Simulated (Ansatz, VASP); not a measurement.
## Two plane-wave programs on H10CO6

```
CELL_PARAMETERS angstrom
5.48148 0.00000 0.00000
0.00000 5.48148 0.00000
0.00000 0.00000 5.48148
ATOMIC_POSITIONS crystal
O 0.81116 0.35654 0.57118
O 0.02064 0.44092 0.01798
O 0.88786 0.87381 0.27616
O 0.34400 0.69600 0.55375
O 0.34997 0.13731 0.33083
O 0.46857 0.95244 0.98648
H 0.65519 0.43279 0.54036
H 0.79853 0.18945 0.51632
H 0.98221 0.30946 0.12856
H 0.93359 0.40310 0.86676
H 0.72716 0.84395 0.20957
H 0.97967 0.74506 0.19549
H 0.35796 0.75128 0.72189
H 0.19379 0.60293 0.54609
H 0.32205 0.96679 0.39097
H 0.45494 0.32424 0.03178
C 0.42634 0.13630 0.10476
```

Alike in both runs: functional r2SCAN; dispersion D3(BJ); k mesh 1 × 1 × 1; occupations fermi-dirac, width 0.02 eV; no spin polarisation.

Ansatz relaxed the structure, and its values are those at the end. VASP's run is a single point on that final structure, the one shown.

|  | VASP | Ansatz |
| --- | --- | --- |
| version | VASP 6.6.1 | Ansatz 0.2.0 |
| potentials or method | VASP PAW PBE potentials, release 64 (O, H, C), cutoff 520 eV | scalar-relativistic, plane waves, PAW |
| valence electrons in the cell | 50 | 50 |

```tsv
	VASP	Ansatz	Ansatz less VASP
rms of the force components (eV/Å)	0.147	0.074	-0.0726
```

VASP's potentials were made for PBE, not for r2SCAN. One of these differences is far larger than is usual between the two programs; its cause wasn't traced. Ansatz's warnings: dispersion damping borrowed.

Noted on VASP's run: the standard files for N, O and F lose accuracy on very short bonds.
